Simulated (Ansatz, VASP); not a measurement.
# SnO: VASP beside Ansatz

The input INCAR:

```
PREC = Accurate ; ENCUT = 520
EDIFF = 1E-6 ; ISMEAR = 0
SIGMA = 0.15 ; LREAL = F
LASPH = T ; NELM = 80
ALGO = Normal ; ISIF = 2
LWAVE = F ; LCHARG = F
GGA = PS ; NBANDS = 28
```

KPOINTS

```
regular mesh
0
Gamma
  12 12 10
```

POSCAR

```
SnO
1.0
    3.4313320913      0.0000000000      0.0000000000
    0.0000000000      3.4313320913      0.0000000000
    0.0000000000      0.0000000000      5.1387629400
Sn O
2 2
Direct
    0.0000000000      0.5000000000      0.2425296443
    0.5000000000      0.0000000000      0.7574703557
    0.0000000000      0.0000000000      0.0000000000
    0.5000000000      0.5000000000      0.0000000000
```

Input for Ansatz:

```yaml
crystal:
  lattice:
    - [3.4313320913, 0.0, 0.0]
    - [0.0, 3.4313320913, 0.0]
    - [0.0, 0.0, 5.13876294]
  atoms:
    - { symbol: Sn, position: [0.0, 0.5, 0.2425296443] }
    - { symbol: Sn, position: [0.5, 0.0, 0.7574703557] }
    - { symbol: O, position: [0.0, 0.0, 0.0] }
    - { symbol: O, position: [0.5, 0.5, 0.0] }
basis:
  ecutwfc: 520.0
kpoints:
  mp_grid: { grid: [12, 12, 10] }
hamiltonian:
  xc: pbesol
scf:
  occupations: { method: gaussian, width: 0.15 }
output:
  forces: true
  stress: true
  eigenvalues: true
```

Alike in both runs: task single point; functional PBEsol; k mesh 12 × 12 × 10; occupations gaussian, width 0.15 eV; no spin polarisation.

|  | VASP | Ansatz |
| --- | --- | --- |
| version | VASP 6.6.1 | Ansatz 0.2.0 |
| potentials or method | VASP PAW PBE potentials, release 64 (Sn_d, O), cutoff 520 eV | scalar-relativistic, plane waves, PAW |
| valence electrons in the cell | 40 | 40 |

|  | VASP | Ansatz | Ansatz less VASP |
| --- | --- | --- | --- |
| gap on the k mesh at the Fermi level (eV) | none | none | - |
| pressure (GPa) | 20.7 | 20.2 | -0.45 |
| traceless stress, the component that is largest in VASP (GPa) | -15.43 | -15.53 | -0.093 |
| rms of the force components (eV/Å) | 0.398 | 0.350 | -0.0482 |

VASP's potentials were made for PBE, not for PBEsol. Atom by atom the forces differ by 0.048 eV/Å (rms over components). A gap of «none» marks a metal or a gap that the smearing closes.
